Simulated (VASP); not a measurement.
Wanted: the native input for a VASP 6.6.1 run.

```yaml
Task: single point
Functional: r2SCAN
Dispersion: rVV10
Potentials_or_basis: VASP PAW PBE potentials, release 64 (Ti_sv, Au)
Cutoff: 520 eV
k_mesh: 6 × 6 × 6
Occupations: fermi-dirac, width 0.1 eV
Spin: no spin polarisation
Dipole_correction: no
Further_INCAR_settings: ALGO = Normal; EDIFF = 1e-07; NBANDS = 18
```

TiAu:

```
Ti Au
1.0
     3.23184    0.00000    0.00000
     0.00000    3.23184    0.00000
     0.00000    0.00000    3.23184
Ti Au
1 1
Direct
  0.50000 0.50000 0.50000
  0.00000 0.00000 0.00000
```

These files were run (other wordings do the same):

POSCAR

```
TiAu
1.0
    3.2318411138      0.0000000000      0.0000000000
    0.0000000000      3.2318411138      0.0000000000
    0.0000000000      0.0000000000      3.2318411138
Ti Au
1 1
Direct
    0.5000000000      0.5000000000      0.5000000000
    0.0000000000      0.0000000000      0.0000000000
```

INCAR.step1

```
SYSTEM = TiAu
PREC = Accurate
ENCUT = 520
ISMEAR = -1
SIGMA = 0.1
LREAL = .FALSE.
LASPH = .TRUE.
NELM = 100
NBANDS = 18
GGA = PE
ALGO = Normal
EDIFF = 1E-4
LWAVE = .TRUE.
LCHARG = .FALSE.
```

INCAR.step2

```
SYSTEM = TiAu
PREC = Accurate
ENCUT = 520
EDIFF = 1E-7
ISMEAR = -1
SIGMA = 0.1
LREAL = .FALSE.
LASPH = .TRUE.
NELM = 100
ALGO = Normal
ISIF = 2
LWAVE = .FALSE.
LCHARG = .TRUE.
METAGGA = R2SCAN
LMIXTAU = .TRUE.
LUSE_VDW = .TRUE.
IVDW_NL = 2
BPARAM = 11.95
CPARAM = 0.0093
LELF = .TRUE.
LVHAR = .TRUE.
NBANDS = 18
ISTART = 1
```

KPOINTS

```
regular mesh
0
G
  6 6 6
  0 0 0
```

Potentials or basis: VASP PAW PBE potentials, release 64 (Ti_sv, Au).

Launch:

```console
$ cat potpaw_PBE.64/Ti_sv/POTCAR potpaw_PBE.64/Au/POTCAR > POTCAR
$ cp INCAR.step1 INCAR
$ mpirun -np 1 vasp_std > vasp.out
$ cp INCAR.step2 INCAR
$ mpirun -np 1 vasp_std > vasp.out
```

It gave:

```
Pressure : 0.7 GPa
```

Caveat: the PAW data sets were made with another functional, which shifts forces and pressure a little.

Run time: 90 s on 1 thread of AMD EPYC 7R43 64-Core Processor (Zen 3), with other jobs on the host, peak memory 0.19 GiB.
